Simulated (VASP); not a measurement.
# CoPtO2 (R-3m) in VASP: notebook

CoPtO2 is run at these levels: LDA, PBE; tasks: single point.

All numbers are computed with VASP 6.6.1; they aren't measurements. Logs are shortened: lines on timing, memory, paths and dates and some standing lists are left out, and cuts for length are marked.

**1. The cell of the first run**

The structure is trigonal, space group R-3m (No. 166). Conventional cell: a = 2.880 Å, b = 2.880 Å, c = 18.168 Å, α = 90.00°, β = 90.00°, γ = 120.00°. Within 2.7 Å of Pt (site symmetry -3m) lie 2 O at 2.04 Å. Co (site symmetry -3m) has 6 O at 1.93 Å within 2.6 Å. O (site symmetry 3m) has 3 Co at 1.93 Å and 1 Pt at 2.04 Å and 3 O at 2.58 Å within 2.6 Å.

**2. Single point, LDA, collinear spin, ferromagnetic start (10.87 Å³/atom)**

File INCAR:

```
  PREC = Accurate
  ENCUT = 520
  EDIFF = 1E-6
  ISMEAR = -1
  SIGMA = 0.05
  LREAL = False
  LASPH = True
  NELM = 150
  ALGO = Normal
  ISIF = 2
  LWAVE = False
  LCHARG = False
  ISPIN = 2
  MAGMOM = 0 2 0 0
  LORBIT = 11
  LMAXMIX = 4
  NBANDS = 28
```

File KPOINTS:

```
Automatic mesh
0
Gamma
  11 11 11
```

File POSCAR:

```
CoPtO2
1.0
    1.4399685164      0.8313662105      6.0558772933
   -1.4399685164      0.8313662105      6.0558772933
    0.0000000000     -1.6627324211      6.0558772933
Pt Co O
1 1 2
Direct
    0.0000000000      0.0000000000      0.0000000000
    0.5000000000      0.5000000000      0.5000000000
    0.1122440300      0.1122440300      0.1122440300
    0.8877559700      0.8877559700      0.8877559700
```

Potentials or basis: VASP PAW LDA potentials, release 64 (Pt, Co, O).

Launch:

```bash
$ cat potpaw_LDA.64/Pt/POTCAR potpaw_LDA.64/Co/POTCAR potpaw_LDA.64/O/POTCAR > POTCAR
$ mpirun -np 1 vasp_std > vasp.out
```

OUTCAR:

```text
PREC = Accurate
   ENCUT = 520
   EDIFF = 1E-6
   ISMEAR = -1
   LREAL = False
   LASPH = True
   NELM = 150
   ISIF = 2
   ISPIN = 2
   LORBIT = 11

 ion  position               nearest neighbor table
   1  0.000  0.000  0.000-   3 2.04   4 2.04
   2  0.500  0.500  0.500-   3 1.93   4 1.93   3 1.93   3 1.93   4 1.93   4 1.93
   3  0.112  0.112  0.112-   2 1.93   2 1.93   2 1.93   1 2.04
   4  0.888  0.888  0.888-   2 1.93   2 1.93   2 1.93   1 2.04

  LATTYP: Found a trigonal (rhomboedric) cell.
 ALAT       =     6.2799943388
 COS(alpha) =     0.8948480128

  Lattice vectors:

 A1 = (   1.4399685164,   0.8313662105,   6.0558772933)
 A2 = (  -1.4399685164,   0.8313662105,   6.0558772933)
 A3 = (   0.0000000000,  -1.6627324211,   6.0558772933)

Analysis of symmetry for initial positions (statically):
=====================================================================
 Subroutine PRICEL returns:
 Original cell was already a primitive cell.

 Routine SETGRP: Setting up the symmetry group for a
 trigonal (rhombohedral) supercell.

 Subroutine GETGRP returns: Found 12 space group operations
 (whereof 12 operations were pure point group operations)
 out of a pool of 12 trial point group operations.

The static configuration has the point symmetry D_3d.

Analysis of symmetry for dynamics (positions and initial velocities):
=====================================================================
 Subroutine PRICEL returns:
 Original cell was already a primitive cell.

 Routine SETGRP: Setting up the symmetry group for a
 trigonal (rhombohedral) supercell.

 Subroutine GETGRP returns: Found 12 space group operations
 (whereof 12 operations were pure point group operations)
 out of a pool of 12 trial point group operations.

The dynamic configuration has the point symmetry D_3d.

Analysis of structural, dynamic, and magnetic symmetry:
=====================================================================
 Subroutine PRICEL returns:
 Original cell was already a primitive cell.

 Routine SETGRP: Setting up the symmetry group for a
 trigonal (rhombohedral) supercell.

 Subroutine GETGRP returns: Found 12 space group operations
 (whereof 12 operations were pure point group operations)
 out of a pool of 12 trial point group operations.

The overall configuration has the point symmetry D_3d.

 Subroutine INISYM returns: Found 12 space group operations
 (whereof 12 operations are pure point group operations),
 and found     1 'primitive' translations

----------------------------------------------------------------------------------------

                                     Primitive cell

  volume of cell :      43.4984

  direct lattice vectors                    reciprocal lattice vectors
     1.439968516  0.831366211  6.055877293     0.347229814  0.200473227  0.055042947
    -1.439968516  0.831366211  6.055877293    -0.347229814  0.200473227  0.055042947
     0.000000000 -1.662732421  6.055877293     0.000000000 -0.400946453  0.055042947

  length of vectors
     6.279994339  6.279994339  6.279994339     0.404707035  0.404707035  0.404707035

  position of ions in fractional coordinates (direct lattice)
     0.000000000  0.000000000  0.000000000
     0.500000000  0.500000000  0.500000000
     0.112244030  0.112244030  0.112244030
     0.887755970  0.887755970  0.887755970

  ion indices of the primitive-cell ions
   primitive index   ion index
                 1           1
                 2           2
                 3           3
                 4           4

----------------------------------------------------------------------------------------

 KPOINTS: Automatic mesh

Automatic generation of k-mesh.
 Grid dimensions read from file:
 generate k-points for:   11   11   11

 Generating k-lattice:

  Cartesian coordinates                     Fractional coordinates (reciprocal lattice)
     0.031566347  0.018224839  0.005003904     0.090909091 -0.000000000  0.000000000
    -0.031566347  0.018224839  0.005003904    -0.000000000  0.090909091  0.000000000
     0.000000000 -0.036449678  0.005003904     0.000000000  0.000000000  0.090909091

  Length of vectors
     0.036791549  0.036791549  0.036791549

  Shift w.r.t. Gamma in fractional coordinates (k-lattice)
     0.000000000  0.000000000  0.000000000

 Subroutine IBZKPT returns following result:
 ===========================================

 Found    146 irreducible k-points:

 Following reciprocal coordinates:
            Coordinates               Weight
  0.000000  0.000000  0.000000      1.000000
  0.090909  0.000000  0.000000      6.000000
  0.181818 -0.000000 -0.000000      6.000000
  0.272727  0.000000 -0.000000      6.000000
  0.363636  0.000000 -0.000000      6.000000
  0.454545 -0.000000 -0.000000      6.000000
[... 16 lines left out ...]
 -0.272727  0.181818  0.000000     12.000000
 -0.181818  0.181818  0.000000      6.000000
 [... further k-points ...]
   k-points           NKPTS =    146   k-points in BZ     NKDIM =    146   number of bands    NBANDS=     28
   number of dos      NEDOS =    301   number of ions     NIONS =      4
   total plane-waves  NPLWV = 110592
   dimension x,y,z NGX =    48 NGY =   48 NGZ =   48
   dimension x,y,z NGXF=    96 NGYF=   96 NGZF=   96
   ions per type =               1   1   2
   NGX,Y,Z   is equivalent  to a cutoff of  12.71, 12.71, 12.71 a.u.
   NGXF,Y,Z  is equivalent  to a cutoff of  25.41, 25.41, 25.41 a.u.
 SYSTEM =  unknown system
   PREC   = accura    normal or accurate (medium, high low for compatibility)
   ISTART =      0    job   : 0-new  1-cont  2-samecut
   ICHARG =      2    charge: 1-file 2-atom 10-const
   ISPIN  =      2    spin polarized calculation?
   LNONCOLLINEAR =      F non collinear calculations
   LSORBIT =      F    spin-orbit coupling
   LASPH  =      T    aspherical Exc in radial PAW
   ENCUT  =  520.0 eV  38.22 Ry    6.18 a.u.  11.68 11.68 11.68*2*pi/ulx,y,z
   NELM   =    150;   NELMIN=  2; NELMDL= -5     # of ELM steps
   EDIFF  = 0.1E-05   stopping-criterion for ELM
   LREAL  =      F    real-space projection
   EDIFFG = 0.1E-04   stopping-criterion for IOM
   NSW    =      0    number of steps for IOM
   IBRION =     -1    ionic relax: 0-MD 1-quasi-New 2-CG
   NFREE  =      0    steps in history (QN), initial steepest desc. (CG)
   ISIF   =      2    stress and relaxation
   ISYM   =      2    0-nonsym 1-usesym 2-fastsym
   POTIM  = 0.5000    time-step for ionic-motion
   TEBEG  =    0.0;   TEEND  =   0.0 temperature during run
   PSTRESS=    0.0 pullay stress
   NELECT =      31.0000    total number of electrons
   NUPDOWN=      -1.0000    fix difference up-down
   EMIN   =  10.00;   EMAX   =-10.00  energy-range for DOS
   EFERMI =   0.00;   METHOD = LEGACY
   ISMEAR =    -1;   SIGMA  =   0.05  broadening in eV -4-tet -1-fermi 0-gaus
   EFERMI_NEDOS =   21; number of points for ismear=-14 and -15
   IALGO  =     38    algorithm
   IMIX   =      4    mixing-type and parameters
     AMIX     =   0.40;   BMIX     =  1.00
     AMIX_MAG =   1.60;   BMIX_MAG =  1.00
  volume/ion in A,a.u.               =      10.87        73.39
  Fermi-wavevector in a.u.,A,eV,Ry     =   1.462303  2.763353 29.093764  2.138331
  Thomas-Fermi vector in A             =   2.578533
   LORBIT       =     11    0 simple, 1 ext, 2 COOP (PROOUT), +10 PAW based schemes
   GGA     = CA    functional components
   LHFCALC =     F    Hartree Fock is set to
   AEXX    =    0.0000 exact exchange contribution
   IVDW    =     0    specifies the selected vdW correction
   LEPSILON=     F    determine dielectric tensor
   LRPA    =     F    only Hartree local field effects (RPA)
 spin polarized calculation
  energy-cutoff  :      520.00
  volume of cell :       43.50
 maximum number of plane-waves:      1198
   NGX = 23   NGY = 23   NGZ = 23

 number of electron      30.9999998 magnetization      -0.0001983

 number of electron      30.9999998 magnetization       0.0003037

 Free energy of the ion-electron system (eV)
  ---------------------------------------------------
  ext. energy  EPLUGINS =         0.00000000
  ---------------------------------------------------
  free energy    TOTEN  =       -30.58946625 eV

  energy without entropy =      -30.58214405  energy(sigma->0) =      -30.58580515

 E-fermi :   7.4851     XC(G=0): -12.7792

 val. band max:        7.4582995329   @ k =  -0.3636  -0.3636   0.0909
 cond. band min:       7.4978596580   @ k =   0.4545   0.4545  -0.0000
 fundamental gap:      0.0395601251
 Fermi energy:         7.4851425974

 spin component 1

 k-point     1 :       0.0000    0.0000    0.0000
  band No.  band energies     occupation
      1     -13.2104      1.00000
      2     -11.4418      1.00000
      3      -1.5886      1.00000
      4       0.9392      1.00000
      5       1.4347      1.00000
      6       1.4347      1.00000
[... 19 lines left out ...]
     26      25.1737      0.00000
     27      28.4937      0.00000

 k-point     2 :       0.0909    0.0000    0.0000
  band No.  band energies     occupation
      1     -13.1208      1.00000
      2     -11.4323      1.00000
      3      -1.4717      1.00000
      4       1.1492      1.00000
      5       1.1811      1.00000
      6       1.4760      1.00000
[... 19 lines left out ...]
     26      24.7583      0.00000
     27      27.2854      0.00000

 k-point     3 :       0.1818   -0.0000   -0.0000
  band No.  band energies     occupation
      1     -12.8697      1.00000
      2     -11.4098      1.00000
      3      -1.1611      1.00000
      4       0.7076      1.00000
      5       1.5874      1.00000
      6       1.6581      1.00000
[... 594 lines left out ...]
      1     -12.0292      1.00000
      2     -11.3543      1.00000
      3      -0.4000      1.00000
      4       0.2111      1.00000
      5       0.9857      1.00000
      6       1.5907      1.00000
[... 19 lines left out ...]
     26      23.6909      0.00000
     27      24.7121      0.00000

 k-point    24 :      -0.1818    0.1818    0.0000
  band No.  band energies     occupation
      1     -12.3488      1.00000
      2     -11.3543      1.00000
      3      -0.6594      1.00000
      4       0.3092      1.00000
      5       1.2743      1.00000
      6       1.7561      1.00000
[... 19 lines left out ...]
     26      24.5071      0.00000
     27      25.0549      0.00000

 [... further k-points ...]

 spin component 2

 k-point     1 :       0.0000    0.0000    0.0000
  band No.  band energies     occupation
      1     -13.2104      1.00000
      2     -11.4418      1.00000
      3      -1.5886      1.00000
      4       0.9391      1.00000
      5       1.4349      1.00000
      6       1.4349      1.00000
[... 19 lines left out ...]
     26      25.1737      0.00000
     27      28.4937      0.00000

 k-point     2 :       0.0909    0.0000    0.0000
  band No.  band energies     occupation
      1     -13.1208      1.00000
      2     -11.4323      1.00000
      3      -1.4717      1.00000
      4       1.1491      1.00000
      5       1.1812      1.00000
      6       1.4762      1.00000
[... 19 lines left out ...]
     26      24.7583      0.00000
     27      27.2854      0.00000

 k-point     3 :       0.1818   -0.0000   -0.0000
  band No.  band energies     occupation
      1     -12.8697      1.00000
      2     -11.4098      1.00000
      3      -1.1611      1.00000
      4       0.7077      1.00000
      5       1.5876      1.00000
      6       1.6580      1.00000
[... 594 lines left out ...]
      1     -12.0292      1.00000
      2     -11.3543      1.00000
      3      -0.4000      1.00000
      4       0.2112      1.00000
      5       0.9858      1.00000
      6       1.5908      1.00000
[... 19 lines left out ...]
     26      23.6909      0.00000
     27      24.7121      0.00000

 k-point    24 :      -0.1818    0.1818    0.0000
  band No.  band energies     occupation
      1     -12.3488      1.00000
      2     -11.3543      1.00000
      3      -0.6594      1.00000
      4       0.3092      1.00000
      5       1.2744      1.00000
      6       1.7561      1.00000
[... 19 lines left out ...]
     26      24.5071      0.00000
     27      25.0549      0.00000

 [... further k-points ...]

 [bands above 27 left out]

------------------------ aborting loop because EDIFF is reached ----------------------------------------

  FORCE on cell =-STRESS in cart. coord.  units (eV):
  Direction    XX          YY          ZZ          XY          YZ          ZX
  --------------------------------------------------------------------------------------
  -------------------------------------------------------------------------------------
  Total       -5.7832459     -5.7832459     -7.7147943      0.0000000      0.0000000      0.0000000
  in kB     -213.0142021   -213.0142021   -284.1588903      0.0000000      0.0000000      0.0000000
  external PRESSURE =    -236.7290982 kB  Pullay stress =       0.0000000 kB

 VOLUME and BASIS-vectors are now :
 -----------------------------------------------------------------------------
  energy-cutoff  :      520.00
  volume of cell :       43.50
      direct lattice vectors                 reciprocal lattice vectors
     1.439968516  0.831366211  6.055877293     0.347229814  0.200473227  0.055042947
    -1.439968516  0.831366211  6.055877293    -0.347229814  0.200473227  0.055042947
     0.000000000 -1.662732421  6.055877293     0.000000000 -0.400946453  0.055042947

 POSITION                                       TOTAL-FORCE (eV/Angst)
 -----------------------------------------------------------------------------------
      0.00000      0.00000      0.00000        -0.000000     -0.000000      0.000000
      0.00000     -0.00000      9.08382         0.000000     -0.000000      0.000000
      0.00000     -0.00000      2.03921        -0.000000     -0.000000      0.192264
      0.00000     -0.00000     16.12842        -0.000000      0.000000     -0.192264
 -----------------------------------------------------------------------------------
    total drift:                                0.000000      0.000000     -0.000000

  FREE ENERGIE OF THE ION-ELECTRON SYSTEM (eV)
  ---------------------------------------------------
  free  energy   TOTEN  =       -30.5894662468 eV

  energy  without entropy=      -30.5821440456  energy(sigma->0) =      -30.58580515

 total charge

# of ion       s       p       d       tot
------------------------------------------
    1        0.620   0.505   7.966   9.091
    2        0.406   0.601   7.322   8.329
    3        1.544   3.391   0.000   4.936
    4        1.544   3.391   0.000   4.936
--------------------------------------------------
tot          4.115   7.888  15.288  27.291

 magnetization (x)

# of ion       s       p       d       tot
------------------------------------------
    1       -0.000  -0.000  -0.000  -0.000
    2        0.000   0.000   0.000   0.000
    3        0.000  -0.000   0.000  -0.000
    4        0.000  -0.000   0.000  -0.000
--------------------------------------------------
tot          0.000  -0.000   0.000   0.000
```

Run time: 43 min. Hardware: 1 thread of Intel Xeon 8259CL, shared host; peak memory 0.49 GiB.

What came out:

```
Free energy                                           : -30.5895 eV
Pressure                                              : -23.7 GPa
Largest force                                         : 0.192 eV/Å
Net moment                                            : 0.00 μB per cell
Valence electrons inside the program's atomic spheres : Pt 9.09; Co 8.33; O 4.94
```

Forces on the atoms (eV/Å):
```
Pt   0.000  0.000  0.000
Co   0.000  0.000  0.000
O    0.000  0.000  0.192
O    0.000  0.000 -0.192
```

Caveat: the stress differs along the axes, from -28 to -21 GPa; the moments typed at the start vanished in this run; spin-orbit coupling is left out, which moves the levels of the heavy elements; semilocal functionals often make such compounds metallic where correlation or magnetic order opens a gap, which also shifts bond lengths.

**3. Single point, PBE, collinear spin, ferromagnetic start**

This run uses another cell than the first one, of 10.26 Å³/atom.

File INCAR:

```
SYSTEM = CoPtO2
ALGO = Normal
EDIFF = 1E-6
ENCUT = 520
GGA = PE
ISIF = 2
ISMEAR = 0
ISPIN = 2
LASPH = .True.
LCHARG = .False.
LMAXMIX = 4
LORBIT = 11
LREAL = .False.
LWAVE = .False.
MAGMOM = 0 2 0 0
NBANDS = 28
NELM = 150
PREC = Accurate
SIGMA = 0.05
```

File KPOINTS:

```
k-points
0
Gamma
  8 8 8
  0 0 0
```

File POSCAR:

```
CoPtO2
1.0
    1.4122699173      0.8153744169      5.9393891094
   -1.4122699173      0.8153744169      5.9393891094
    0.0000000000     -1.6307488338      5.9393891094
Pt Co O
1 1 2
Direct
    0.0000000000      0.0000000000      0.0000000000
    0.5000000000      0.5000000000      0.5000000000
    0.1122440300      0.1122440300      0.1122440300
    0.8877559700      0.8877559700      0.8877559700
```

Potentials or basis: VASP PAW PBE potentials, release 64 (Pt, Co, O).

Launch:

```bash
$ cat potpaw_PBE.64/Pt/POTCAR potpaw_PBE.64/Co/POTCAR potpaw_PBE.64/O/POTCAR > POTCAR
$ mpirun -np 1 vasp_std > vasp.out
```

It took 4.6 min on 1 thread of Intel Xeon 6975P-C (Granite Rapids), shared host; peak memory 0.5 GiB.

Results (log left out):

- Free energy: -26.4237 eV
- Pressure: 5.8 GPa
- Largest force: 0.061 eV/Å
- Net moment: -0.03 μB per cell
- Site moments: Pt -0.03; Co +0.00; O -0.00 μB
- Valence electrons inside the program's atomic spheres: Pt 9.23; Co 8.46; O 5.01

Forces in eV/Å, atoms in the order of the input:
```
Pt   0.000  0.000  0.000
Co   0.000  0.000  0.000
O    0.000  0.000 -0.061
O    0.000  0.000  0.061
```

Stress tensor (GPa, compression positive):
```
5.59 0.00 0.00
0.00 5.59 0.00
0.00 0.00 6.34
```

Levels at points of the mesh, in eV from the Fermi level:
Spin up:
```csv
k point,band 13,band 14,band 15,band 16,band 17,band 18,band 19,band 20
"(0.00, 0.00, 0.00)",-1.68,-1.33,-1.33,-1.27,2.13,2.13,3.06,5.84
"(0.50, 0.00, 0.00)",-0.99,-0.75,0.32,1.30,1.59,1.60,2.80,7.41
"(0.50, 0.50, 0.00)",-0.99,-0.78,0.32,0.44,2.02,2.51,2.80,8.07
"(0.50, 0.50, 0.50)",-1.60,-0.62,-0.46,-0.46,1.70,1.70,4.27,4.83
```
Spin down:
| k point | band 12 | band 13 | band 14 | band 15 | band 16 | band 17 | band 18 | band 19 | band 20 | band 21 |
| --- | --- | --- | --- | --- | --- | --- | --- | --- | --- | --- |
| (0.00, 0.00, 0.00) | -1.68 | -1.68 | -1.34 | -1.34 | -1.27 | 2.13 | 2.13 | 3.06 | 5.84 | 9.30 |
| (0.50, 0.00, 0.00) | -1.16 | -0.99 | -0.75 | 0.29 | 1.30 | 1.58 | 1.59 | 2.79 | 7.40 | 10.30 |
| (0.50, 0.50, 0.00) | -1.60 | -0.99 | -0.78 | 0.29 | 0.43 | 2.02 | 2.49 | 2.79 | 8.05 | 9.34 |
| (0.50, 0.50, 0.50) | -1.60 | -1.60 | -0.62 | -0.47 | -0.47 | 1.70 | 1.70 | 4.26 | 4.83 | 9.05 |

Caveat: the cell stands under pressure; the moments typed at the start vanished in this run; spin-orbit coupling is left out, which moves the levels of the heavy elements; semilocal functionals often make such compounds metallic where correlation or magnetic order opens a gap, which also shifts bond lengths. With open d or f shells a metallic result of PBE can be an artefact of self-interaction; +U or a hybrid may open a gap.
